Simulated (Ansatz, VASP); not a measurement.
One calculation of MgS, two programs

The input INCAR:

```
PREC = Accurate
ENCUT = 520
EDIFF = 1E-7
ISMEAR = 0
SIGMA = 0.1
LREAL = False
LASPH = True
NELM = 80
ALGO = Normal
ISIF = 2
LWAVE = False
LCHARG = False
LDIPOL = True
IDIPOL = 3
DIPOL = 0.5 0.5 0.500
GGA = PE
IVDW = 12
NBANDS = 16
```

File KPOINTS:

```
Automatic mesh
0
Gamma
  6 6 1
```

The input POSCAR:

```
MgS
1.0
    3.5722644000      0.0000000000      0.0000000000
    0.0000000000      3.5722644000      0.0000000000
    0.0000000000      0.0000000000     18.0000000000
Mg S
2 2
Direct
    0.0000000000      0.0000000000      0.3950000000
    0.0000000000      0.0000000000      0.6050000000
    0.5000000000      0.5000000000      0.3950000000
    0.5000000000      0.5000000000      0.6050000000
```

Input for Ansatz:

```yaml
crystal:
  lattice:
    - [3.5722644, 0.0, 0.0]
    - [0.0, 3.5722644, 0.0]
    - [0.0, 0.0, 18.0]
  atoms:
    - { symbol: Mg, position: [0.0, 0.0, 0.395] }
    - { symbol: Mg, position: [0.0, 0.0, 0.605] }
    - { symbol: S, position: [0.5, 0.5, 0.395] }
    - { symbol: S, position: [0.5, 0.5, 0.605] }
  periodic: [true, true, false]
basis:
  ecutwfc: 420
kpoints:
  mp_grid: { grid: [6, 6, 1] }
hamiltonian:
  xc: pbe
  dispersion: d3bj
scf:
  occupations: { method: gaussian, width: 0.1 }
  lower_state_search: "off"
output:
  forces: true
  stress: true
  eigenvalues: true
```

Alike in both runs: task single point; functional PBE; dispersion D3(BJ); k mesh 6 × 6 × 1; occupations gaussian, width 0.1 eV; no spin polarisation.

```csv
,VASP,Ansatz
version,VASP 6.6.1,Ansatz 0.2.0
potentials or method,"VASP PAW PBE potentials, release 64 (Mg, S), cutoff 520 eV","scalar-relativistic, plane waves, PAW"
valence electrons in the cell,16,32
```

Ansatz gave:

* gap on the k mesh at the Fermi level (eV): 1.38
* least direct gap on the mesh (eV): 1.38
* rms of the force components (eV/Å): 0.079

Q: Estimate VASP's values.

A: gap on the k mesh at the Fermi level (eV): 1.36; least direct gap on the mesh (eV): 1.36; rms of the force components (eV/Å): 0.079.

Atom by atom the forces differ by 0.000 eV/Å (rms over components). VASP's potentials hold 16 valence electrons a cell and Ansatz's 32, so a difference there can come from the potentials and not from the codes. Ansatz's warnings: slab cell height set.
